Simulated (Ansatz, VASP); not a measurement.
# Se: VASP beside Ansatz

File INCAR:

```
SYSTEM = Se
PREC = Accurate
ENCUT = 520
EDIFF = 1E-7
ISMEAR = -1
SIGMA = 0.08
LREAL = .FALSE.
LASPH = .TRUE.
NELM = 60
ALGO = Normal
ISIF = 2
LWAVE = .FALSE.
LCHARG = .FALSE.
NBANDS = 13
```

Contents of KPOINTS:

```
regular mesh
0
G
  11 11 11
  0 0 0
```

The input POSCAR:

```
Se
1.0
    0.0000000000      2.9102492979      2.9102492979
    2.9102492979      0.0000000000      2.9102492979
    2.9102492979      2.9102492979      0.0000000000
Se
2
Direct
   -0.1250000000     -0.1250000000     -0.1250000000
    0.1250000000      0.1250000000      0.1250000000
```

Input for Ansatz:

```yaml
crystal:
  lattice:
    - [0.0, 2.9102492979, 2.9102492979]
    - [2.9102492979, 0.0, 2.9102492979]
    - [2.9102492979, 2.9102492979, 0.0]
  atoms:
    - { symbol: Se, position: [-0.125, -0.125, -0.125] }
    - { symbol: Se, position: [0.125, 0.125, 0.125] }
kpoints:
  mp_grid: { grid: [11, 11, 11] }
scf:
  occupations: { method: fermi_dirac, width: 0.08 }
hamiltonian:
  xc: lda
  pseudopotentials: { kind: paw }
output:
  forces: true
  stress: true
  eigenvalues: true
  populations: true
```

Change from the starting cell: volume scaled by 0.84, PAW files.

Alike in both runs: task single point; functional LDA; k mesh 11 × 11 × 11; occupations fermi-dirac, width 0.08 eV; no spin polarisation.

|  | VASP | Ansatz |
| --- | --- | --- |
| version | VASP 6.6.1 | Ansatz 0.2.0 |
| potentials or method | VASP PAW LDA potentials, release 64 (Se) | PAW with Ansatz's default frozen-core files, scalar-relativistic |
| plane-wave cutoff (eV) | 520 | 420 |
| valence electrons in the cell | 12 | 32 |

Ansatz gave:

| Quantity | Value |
| --- | --- |
| pressure (GPa) | 11.6 |

Which values does VASP return?

Pressure (GPa): 11.8.

LDA's correlation is that of Perdew and Zunger in VASP and of Perdew and Wang (1992) in Ansatz. VASP's potentials hold 12 valence electrons a cell and Ansatz's 32, so a difference there can come from the potentials and not from the codes.
